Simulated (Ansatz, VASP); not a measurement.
**Ag in VASP and in Ansatz**

File INCAR:

```
SYSTEM = Ag
ALGO     = Fast           ! electronic algorithm
EDIFF    = 1E-6           ! SCF threshold, eV
ENCUT    = 520            ! plane-wave cutoff, eV
GGA      = CA             ! functional
ISIF     = 2              ! what is computed and relaxed
ISMEAR   = -1             ! smearing method
LASPH    = .TRUE.         ! aspherical terms in the spheres
LCHARG   = .FALSE.        ! write CHGCAR
LREAL    = .FALSE.        ! projectors in reciprocal space
LWAVE    = .FALSE.        ! write WAVECAR
NBANDS   = 30             ! bands
NELM     = 100            ! most SCF steps
PREC     = Accurate       ! precision mode
SIGMA    = 0.05           ! smearing width, eV
```

File KPOINTS:

```
k-points
0
G
  11 11 3
  0 0 0
```

The input POSCAR:

```
Ag
1.0
    2.9428065281      0.0000000000      0.0000000000
   -1.4714032640      2.5485452117      0.0000000000
    0.0000000000      0.0000000000     10.1961282242
Ag
4
Direct
    0.0000000000      0.0000000000      0.5000000000
    0.0000000000      0.0000000000      0.0000000000
    0.6666666667      0.3333333333      0.7500000000
    0.3333333333      0.6666666667      0.2500000000
```

input.yaml

```yaml
crystal:
  lattice:
    - [2.9428065281, 0.0, 0.0]
    - [-1.471403264, 2.5485452117, 0.0]
    - [0.0, 0.0, 10.1961282242]
  atoms:
    - { symbol: Ag, position: [0.0, 0.0, 0.5] }
    - { symbol: Ag, position: [0.0, 0.0, 0.0] }
    - { symbol: Ag, position: [0.6666666667, 0.3333333333, 0.75] }
    - { symbol: Ag, position: [0.3333333333, 0.6666666667, 0.25] }
hamiltonian:
  xc: lda
  pseudopotentials: { kind: paw }
kpoints:
  mp_grid: { grid: [11, 11, 3] }
scf:
  occupations: { method: fermi_dirac, width: 0.05 }
output:
  forces: true
  stress: true
  eigenvalues: true
```

Alike in both runs: task single point; functional LDA; k mesh 11 × 11 × 3; occupations fermi-dirac, width 0.05 eV; no spin polarisation.

|  | VASP | Ansatz |
| --- | --- | --- |
| version | VASP 6.6.1 | Ansatz 0.2.0 |
| potentials or method | VASP PAW LDA potentials, release 64 (Ag) | Ansatz PAW |
| plane-wave cutoff (eV) | 520 | 420 |
| valence electrons in the cell | 44 | 76 |

Ansatz gave:

| Item | Value |
| --- | --- |
| gap on the k mesh at the Fermi level (eV) | none |
| pressure (GPa) | -14.5 |
| traceless stress, the component that is largest in VASP (GPa) | -1.11 |

Problem. What did VASP give for the same quantities?

Solution. gap on the k mesh at the Fermi level (eV): none; pressure (GPa): -14.4; traceless stress, the component that is largest in VASP (GPa): -1.13.

LDA's correlation is that of Perdew and Zunger in VASP and of Perdew and Wang (1992) in Ansatz. A gap of «none» marks a metal or a gap that the smearing closes. VASP's potentials hold 44 valence electrons a cell and Ansatz's 76, so a difference there can come from the potentials and not from the codes.
